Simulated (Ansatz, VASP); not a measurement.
# Cu in VASP and in Ansatz

File INCAR:

```
ALGO = Fast ; EDIFF = 1E-7
ENCUT = 520 ; GGA = PE
ISIF = 2 ; ISMEAR = 0
LASPH = True ; LCHARG = False
LREAL = False ; LWAVE = False
NBANDS = 12 ; NELM = 80
PREC = Accurate ; SIGMA = 0.15
```

Contents of KPOINTS:

```
k-points
0
Gamma
  32 32 32
```

The input POSCAR:

```
Cu
1.0
   -1.4957454982      1.4957454982      1.3425187871
    1.4957454982     -1.4957454982      1.3425187871
    1.4957454982      1.4957454982     -1.3425187871
Cu
1
Direct
    0.0000000000      0.0000000000      0.0000000000
```

Input for Ansatz:

```yaml
crystal:
  lattice:
    - [-1.4957454982, 1.4957454982, 1.3425187871]
    - [1.4957454982, -1.4957454982, 1.3425187871]
    - [1.4957454982, 1.4957454982, -1.3425187871]
  atoms:
    - { symbol: Cu, position: [0.0, 0.0, 0.0] }
basis:
  ecutwfc: 420
kpoints:
  mp_grid: { grid: [32, 32, 32] }
hamiltonian:
  xc: pbe
scf:
  occupations: { method: gaussian, width: 0.15 }
output:
  forces: true
  stress: true
  eigenvalues: true
```

Alike in both runs: task single point; functional PBE; k mesh 32 × 32 × 32; occupations gaussian, width 0.15 eV; no spin polarisation.

|  | VASP | Ansatz |
| --- | --- | --- |
| version | VASP 6.6.1 | Ansatz 0.2.0 |
| potentials or method | VASP PAW PBE potentials, release 64 (Cu), cutoff 520 eV | scalar-relativistic, plane waves, PAW |
| valence electrons in the cell | 11 | 19 |

VASP gave:

| Item | Value |
| --- | --- |
| gap on the k mesh at the Fermi level (eV) | none |
| pressure (GPa) | 0.7 |
| traceless stress, the component that is largest in VASP (GPa) | 0.70 |

Task: What did Ansatz give for the same quantities?

Result: gap on the k mesh at the Fermi level (eV): none; pressure (GPa): 0.2; traceless stress, the component that is largest in VASP (GPa): 0.68.

A gap of «none» marks a metal or a gap that the smearing closes. VASP's potentials hold 11 valence electrons a cell and Ansatz's 19, so a difference there can come from the potentials and not from the codes.
